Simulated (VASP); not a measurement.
# Si3N4 (P6_3/m) in VASP: settings compared, part 2 of 2

VASP 6.6.1. Earlier steps stand in the parts before.

### Step 3. Electric field gradients, r2SCAN

POSCAR

```
Si3N4
1.0
    7.6272000000      0.0000000000      0.0000000000
   -3.8136000000      6.6053489597      0.0000000000
    0.0000000000      0.0000000000      2.9182000000
Si N
6 8
Direct
    0.1742808572      0.7681924868      0.2500000000
    0.4060883705      0.1742808572      0.7500000000
    0.2318075132      0.4060883705      0.2500000000
    0.8257191428      0.2318075132      0.7500000000
    0.5939116295      0.8257191428      0.2500000000
    0.7681924868      0.5939116295      0.7500000000
    0.3333333333      0.6666666667      0.2500000000
    0.6666666667      0.3333333333      0.7500000000
    0.3297425889      0.0301951809      0.2500000000
    0.2995474080      0.3297425889      0.7500000000
    0.9698048191      0.2995474080      0.2500000000
    0.6702574111      0.9698048191      0.7500000000
    0.7004525920      0.6702574111      0.2500000000
    0.0301951809      0.7004525920      0.7500000000
```

INCAR.step1

```
  ALGO = Normal
  EDIFF = 1E-4
  ENCUT = 520
  GGA = PE
  ISMEAR = -1
  LASPH = T
  LCHARG = F
  LREAL = F
  LWAVE = T
  NBANDS = 45
  NELM = 80
  PREC = Accurate
  SIGMA = 0.02
```

INCAR.step2

```
  ALGO = Normal
  EDIFF = 1E-8
  ENCUT = 520
  ISIF = 2
  ISMEAR = -1
  ISTART = 1
  LASPH = T
  LCHARG = F
  LEFG = T
  LMIXTAU = T
  LREAL = F
  LWAVE = F
  METAGGA = R2SCAN
  NBANDS = 45
  NELM = 80
  PREC = Accurate
  SIGMA = 0.02
```

KPOINTS

```
k-points
0
Gamma
  4 4 9
```

Potentials or basis: VASP PAW PBE potentials, release 64 (Si, N).

Started as:

```console
> cat potpaw_PBE.64/Si/POTCAR potpaw_PBE.64/N/POTCAR > POTCAR
> cp INCAR.step1 INCAR
> mpirun -np 1 vasp_std > vasp.out
> cp INCAR.step2 INCAR
> mpirun -np 1 vasp_std > vasp.out
```

OUTCAR:

```text
EDIFF = 1E-8
   ENCUT = 520
   ISIF = 2
   ISMEAR = -1
   ISTART = 1
   LASPH = T
   LREAL = F
   METAGGA = R2SCAN
   NELM = 80
   PREC = Accurate

 ion  position               nearest neighbor table
   1  0.174  0.768  0.250-   7 1.74   9 1.74  14 1.74  14 1.74   3 3.01   5 3.01   6 3.06   6 3.06
                             2 3.06   2 3.06
   2  0.406  0.174  0.750-   8 1.74  10 1.74   9 1.74   9 1.74   6 3.01   4 3.01   1 3.06   1 3.06
                             3 3.06   3 3.06
   3  0.232  0.406  0.250-   7 1.74  11 1.74  10 1.74  10 1.74   5 3.01   1 3.01   4 3.06   4 3.06
                             2 3.06   2 3.06
   4  0.826  0.232  0.750-   8 1.74  12 1.74  11 1.74  11 1.74   6 3.01   2 3.01   3 3.06   3 3.06
                             5 3.06   5 3.06
   5  0.594  0.826  0.250-   7 1.74  13 1.74  12 1.74  12 1.74   3 3.01   1 3.01   4 3.06   4 3.06
                             6 3.06   6 3.06
   6  0.768  0.594  0.750-   8 1.74  14 1.74  13 1.74  13 1.74   2 3.01   4 3.01   1 3.06   1 3.06
                             5 3.06   5 3.06
   7  0.333  0.667  0.250-   3 1.74   5 1.74   1 1.74
   8  0.667  0.333  0.750-   6 1.74   2 1.74   4 1.74
   9  0.330  0.030  0.250-   1 1.74   2 1.74   2 1.74
  10  0.300  0.330  0.750-   2 1.74   3 1.74   3 1.74
  11  0.970  0.300  0.250-   3 1.74   4 1.74   4 1.74
  12  0.670  0.970  0.750-   4 1.74   5 1.74   5 1.74
  13  0.700  0.670  0.250-   5 1.74   6 1.74   6 1.74
  14  0.030  0.700  0.750-   6 1.74   1 1.74   1 1.74

  LATTYP: Found a hexagonal cell.
 ALAT       =     7.6272000000
 C/A-ratio  =     0.3826043633

  Lattice vectors:
[... 1207 lines left out ...]
  12     -47.200    20.959    26.242     2.455    -0.000     0.000
  13       1.792   -28.034    26.241   -30.742    -0.000     0.000
  14       6.046   -32.287    26.241    28.286     0.000    -0.000
---------------------------------------------------------------------

 Electric field gradients after diagonalization (V/A^2)
 (convention: |V_zz| > |V_xx| > |V_yy|)
----------------------------------------------------------------------
 ion       V_xx      V_yy      V_zz     asymmetry (V_yy - V_xx)/ V_zz
----------------------------------------------------------------------
   1      -5.694    -3.776     9.470       0.203
   2      -5.694    -3.776     9.470       0.203
   3      -5.694    -3.776     9.470       0.203
   4      -5.694    -3.776     9.470       0.203
   5      -5.694    -3.776     9.470       0.203
   6      -5.694    -3.776     9.470       0.203
   7      23.707    23.706   -47.413       0.000
   8      23.707    23.706   -47.413       0.000
   9      26.242    21.047   -47.288       0.110
  10      26.241    21.047   -47.289       0.110
  11      26.241    21.047   -47.288       0.110
  12      26.242    21.047   -47.288       0.110
  13      26.241    21.047   -47.289       0.110
  14      26.241    21.047   -47.288       0.110
----------------------------------------------------------------------

           NMR quadrupolar parameters

 Cq : quadrupolar parameter    Cq=e*Q*V_zz/h
 eta: asymmetry parameters     (V_yy - V_xx)/ V_zz
 Q  : nuclear electric quadrupole moment in mb (millibarn)
----------------------------------------------------------------------
 ion       Cq(MHz)       eta       Q (mb)
----------------------------------------------------------------------
   1       0.023       0.203       1.000
   2       0.023       0.203       1.000
   3       0.023       0.203       1.000
   4       0.023       0.203       1.000
   5       0.023       0.203       1.000
   6       0.023       0.203       1.000
   7      -0.115       0.000       1.000
   8      -0.115       0.000       1.000
   9      -0.114       0.110       1.000
  10      -0.114       0.110       1.000
  11      -0.114       0.110       1.000
  12      -0.114       0.110       1.000
  13      -0.114       0.110       1.000
  14      -0.114       0.110       1.000
----------------------------------------------------------------------
```

OUTCAR.step1:

```text
EDIFF = 1E-4
   ENCUT = 520
   GGA = PE
   ISMEAR = -1
   LASPH = T
[... 1210 lines left out ...]
      6.25454      1.97862      0.72955        -0.015966     -0.000442      0.000000
      1.41374      6.40590      2.18865        -0.007600     -0.014048     -0.000000
      2.78640      4.42728      0.72955         0.008366     -0.013606     -0.000000
     -2.44094      4.62673      2.18865         0.015966      0.000442      0.000000
 -----------------------------------------------------------------------------------
    total drift:                                0.000000     -0.000000      0.000000

  FREE ENERGIE OF THE ION-ELECTRON SYSTEM (eV)
  ---------------------------------------------------
  free  energy   TOTEN  =      -114.5292644979 eV

  energy  without entropy=     -114.5292644979  energy(sigma->0) =     -114.52926450
```

Wall time 25 min (1 thread of AMD EPYC 7R13, shared host); peak memory 0.33 GiB.

What came out:

```
Free energy            : -144.1516 eV
Pressure               : -2.9 GPa
Largest force          : 0.054 eV/Å
Band gap on the k mesh : 4.95 eV, indirect (least direct gap 5.14 eV)
```

Forces on the atoms (eV/Å):
```
Si   0.003  0.045  0.000
Si  -0.037  0.024  0.000
Si  -0.040 -0.020  0.000
Si  -0.003 -0.045  0.000
Si   0.037 -0.024  0.000
Si   0.040  0.020  0.000
N    0.000  0.000  0.000
N    0.000  0.000  0.000
N    0.018  0.051  0.000
N   -0.035  0.041  0.000
N   -0.053 -0.010  0.000
N   -0.018 -0.051  0.000
N    0.035 -0.041  0.000
N    0.053  0.010  0.000
```

Stress tensor (GPa, compression positive):
```
-2.54  0.00  0.00
 0.00 -2.54  0.00
 0.00  0.00 -3.53
```

Electric field gradients, principal values (V/Å²):
```
atom   least  middle  greatest (by size)
1 Si  -3.776  -5.694               9.470
2 Si  -3.776  -5.694               9.470
3 Si  -3.776  -5.694               9.470
4 Si  -3.776  -5.694               9.470
5 Si  -3.776  -5.694               9.470
6 Si  -3.776  -5.694               9.470
 7 N  23.706  23.707             -47.413
 8 N  23.706  23.707             -47.413
 9 N  21.047  26.242             -47.288
10 N  21.047  26.241             -47.289
11 N  21.047  26.241             -47.288
12 N  21.047  26.242             -47.288
13 N  21.047  26.241             -47.289
14 N  21.047  26.241             -47.288
```

Caveat: without QUAD_EFG the Cq values of the log hold for a quadrupole moment of 1 mb, not for the nuclei; the PAW data sets were made with another functional, which shifts forces and pressure a little. r2SCAN opens gaps a little over a GGA but as a rule still falls short of measured ones.
